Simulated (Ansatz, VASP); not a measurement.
**CuO in VASP and in Ansatz**

```
Cu O
1.0
     2.29393   -1.73012    0.04204
     2.29393    1.73012    0.04204
    -0.75122    0.00000    5.10756
Cu O
2 2
Direct
  0.99425 0.49424 0.00185
  0.49424 0.99425 0.50185
  0.55443 0.43407 0.25185
  0.43407 0.55443 0.75185
```

Alike in both runs: task single point; functional PBE; k mesh 6 × 6 × 4; occupations gaussian, width 0.05 eV; collinear spin; Hubbard terms Cu d U = 4.0 eV.

```csv
,VASP,Ansatz
version,VASP 6.6.1,Ansatz 0.2.0
potentials or method,"VASP PAW PBE potentials, release 64 (Cu, O), cutoff 520 eV","scalar-relativistic, plane waves, PAW"
valence electrons in the cell,34,50
```

|  | VASP | Ansatz | Ansatz less VASP |
| --- | --- | --- | --- |
| gap on the k mesh at the Fermi level (eV) | none | none | - |
| pressure (GPa) | 6.9 | 10.5 | +3.62 |
| traceless stress, the component that is largest in VASP (GPa) | -0.60 | 0.01 | +0.608 |
| rms of the force components (eV/Å) | 0.001 | 0.004 | +0.0027 |
| net moment per atom (μB) | 0.50 | 0.47 | -0.028 |
| size of the moment on the site where the two differ most (μB) | 0.65 | 0.59 | -0.060 |

Site moments also hang on the region over which each program counts them. The programs project onto different local orbitals, so the same U acts differently, and such runs can settle in different states. Atom by atom the forces differ by 0.005 eV/Å (rms over components). A gap of «none» marks a metal or a gap that the smearing closes. VASP's potentials hold 34 valence electrons a cell and Ansatz's 50, so a difference there can come from the potentials and not from the codes. Ansatz's warnings: filled band counts differ across k points, structure snapped to symmetry.

The k mesh is coarse, so the values compare programs but aren't converged.
